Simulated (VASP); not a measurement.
# SiO2: single point with PBE

The system is SiO2.

```
CELL_PARAMETERS angstrom
4.18359 0.00000 0.00000
0.00000 4.18359 0.00000
0.00000 0.00000 2.67561
ATOMIC_POSITIONS crystal
Si 0.00000 0.00000 0.00000
Si 0.50000 0.50000 0.50000
O 0.30564 0.30564 0.00000
O 0.19436 0.80564 0.50000
O 0.69436 0.69436 0.00000
O 0.80564 0.19436 0.50000
```

```yaml
Program: VASP 6.6.1
Task: single point
Functional: PBE
Potentials_or_basis: VASP PAW PBE potentials, release 64 (Si, O)
Cutoff: 520 eV
k_mesh: 6 × 6 × 8
Occupations: gaussian, width 0.02 eV
Spin: no spin polarisation
```

```
Pressure               : 8.8 GPa
Largest force          : 0.015 eV/Å
Band gap on the k mesh : 5.48 eV
```

Forces in eV/Å, atoms in the order of the input:
```
Si   0.000  0.000  0.000
Si   0.000  0.000  0.000
O   -0.011 -0.011  0.000
O    0.011 -0.011  0.000
O    0.011  0.011  0.000
O   -0.011  0.011  0.000
```

Stress tensor (GPa, compression positive):
```
8.57 0.00 0.00
0.00 8.57 0.00
0.00 0.00 9.24
```

Levels at points of the mesh, in eV from the valence-band top:
| k point | band 14 | band 15 | band 16 | band 17 | band 18 | band 19 |
| --- | --- | --- | --- | --- | --- | --- |
| (0.00, 0.00, 0.00) | -0.88 | -0.88 | 0.00 | 5.48 | 6.66 | 8.42 |
| (0.50, 0.00, 0.00) | -2.68 | -1.06 | -1.06 | 7.65 | 7.65 | 9.01 |
| (0.50, 0.50, 0.00) | -2.68 | -2.26 | -2.26 | 7.35 | 7.35 | 10.00 |
| (0.00, 0.00, 0.50) | -3.06 | -2.66 | -2.66 | 9.01 | 9.01 | 12.58 |
| (0.50, 0.00, 0.50) | -2.27 | -1.75 | -1.75 | 8.71 | 8.71 | 9.81 |
| (0.50, 0.50, 0.50) | -1.74 | -1.55 | -1.55 | 7.09 | 7.09 | 11.01 |

Run time: 90 s on 1 thread of Intel Xeon 8259CL, on a shared host, peak memory 0.18 GiB.

Caveat: the cell stands under pressure. A k mesh can miss the band edges.
